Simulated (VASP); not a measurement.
MgO, 2 atoms in the cell. The structure is cubic, space group Fm-3m (No. 225). The conventional cell has a = 4.211 Å, b = 4.211 Å, c = 4.211 Å, α = 90.00°, β = 90.00°, γ = 90.00°. Mg (site symmetry m-3m) has 6 O at 2.11 Å within 2.8 Å. O (site symmetry m-3m) has 6 Mg at 2.11 Å within 2.8 Å. 

| Item | Value |
| --- | --- |
| Program | VASP 6.6.1 |
| Task | G0W0 quasiparticle levels |
| Functional | PBE |
| Potentials or basis | VASP PAW PBE potentials, release 64 (Mg_GW, O_GW) |
| Cutoff | 500 eV |
| k mesh | 2 × 2 × 2 |
| Occupations | gaussian, width 0.01 eV |
| Spin | no spin polarisation |
| Dipole correction | no |
| GW scheme | G0W0 |
| GW iterations | 1 |
| Cutoff of the response function | 180 |
| Frequency points | 48 |
| Empty bands | 180 |
| Further INCAR settings | ALGO = EVGW0; EDIFF = 1e-08; NBANDS = 184 |

Potentials or basis: VASP PAW PBE potentials, release 64 (Mg_GW, O_GW).

Command:

```bash
$ cat potpaw_PBE.64/Mg_GW/POTCAR potpaw_PBE.64/O_GW/POTCAR > POTCAR
$ cp INCAR.step1 INCAR
$ mpirun -np 1 vasp_std > vasp.out
$ cp INCAR.step2 INCAR
$ mpirun -np 1 vasp_std > vasp.out
$ cp INCAR.step3 INCAR
$ mpirun -np 1 vasp_std > vasp.out
```

Hardware: 1 thread of AMD EPYC 9R45 96-Core Processor (Zen 5), with other jobs on the host.

**Question.** How long does it take, and how much memory?

**Answer.** Wall time 7.6 s on 1 thread of AMD EPYC 9R45 96-Core Processor (Zen 5), with other jobs on the host, peak memory 0.12 GiB. Counts: k points 3.
